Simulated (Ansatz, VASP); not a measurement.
P in VASP and in Ansatz

POSCAR

```
P
1.0
    2.7114791008      0.0000000000      0.0000000000
   -1.3557395504      2.3482097831      0.0000000000
    0.0000000000      0.0000000000      4.6136812257
P
2
Direct
    0.3333333333      0.6666666667      0.2500000000
    0.6666666667      0.3333333333      0.7500000000
```

Contents of INCAR.step1:

```
ALGO = Normal
EDIFF = 1E-4
ENCUT = 600
GGA = PE
ISMEAR = 0
LASPH = T
LCHARG = F
LREAL = F
LWAVE = T
NELM = 80
PREC = Accurate
SIGMA = 0.1
```

File INCAR.step2:

```
ALGO = Normal
EDIFF = 1E-7
EDIFFG = -0.04
ENCUT = 600
IBRION = 2
ISIF = 3
ISMEAR = 0
ISTART = 1
LASPH = T
LCHARG = F
LMIXTAU = T
LREAL = F
LWAVE = F
METAGGA = R2SCAN
NELM = 80
NSW = 90
PREC = Accurate
SIGMA = 0.1
```

KPOINTS

```
k-points
0
Gamma
  9 9 4
```

Input for Ansatz:

```yaml
crystal:
  lattice:
    - [2.7114791008, 0.0, 0.0]
    - [-1.3557395504, 2.3482097831, 0.0]
    - [0.0, 0.0, 4.6136812257]
  atoms:
    - { symbol: P, position: [0.3333333333, 0.6666666667, 0.25] }
    - { symbol: P, position: [0.6666666667, 0.3333333333, 0.75] }
basis:
  ecutwfc: 500
kpoints:
  mp_grid: { grid: [9, 9, 4] }
hamiltonian:
  xc: r2scan
scf:
  occupations: { method: gaussian, width: 0.1 }
  lower_state_search: "off"
output:
  forces: true
  stress: true
  eigenvalues: true
relax:
  adjacent_minimum: "off"
  f_tol: 0.04
  max_steps: 70
  cell: { stress_tol: 0.4 }
```

Alike in both runs: task relaxation of cell and atoms; functional r2SCAN; k mesh 9 × 9 × 4; occupations gaussian, width 0.1 eV; no spin polarisation.

```csv
,VASP,Ansatz
version,VASP 6.6.1,Ansatz 0.2.0
potentials or method,"VASP PAW PBE potentials, release 64 (P), cutoff 600 eV","scalar-relativistic, plane waves, PAW"
valence electrons in the cell,10,10
```

Ansatz gave:

```
gap on the k mesh at the Fermi level, each at its own relaxed structure (eV) : none
relaxed volume (Å³/atom)                                                     : 15.33
relaxed cell length with the largest relative difference (Å)                 : 3.235
```

What did VASP give for the same quantities?

gap on the k mesh at the Fermi level, each at its own relaxed structure (eV): none; relaxed volume (Å³/atom): 15.27; relaxed cell length with the largest relative difference (Å): 3.230.

VASP's potentials were made for PBE, not for r2SCAN. A gap of «none» marks a metal or a gap that the smearing closes.
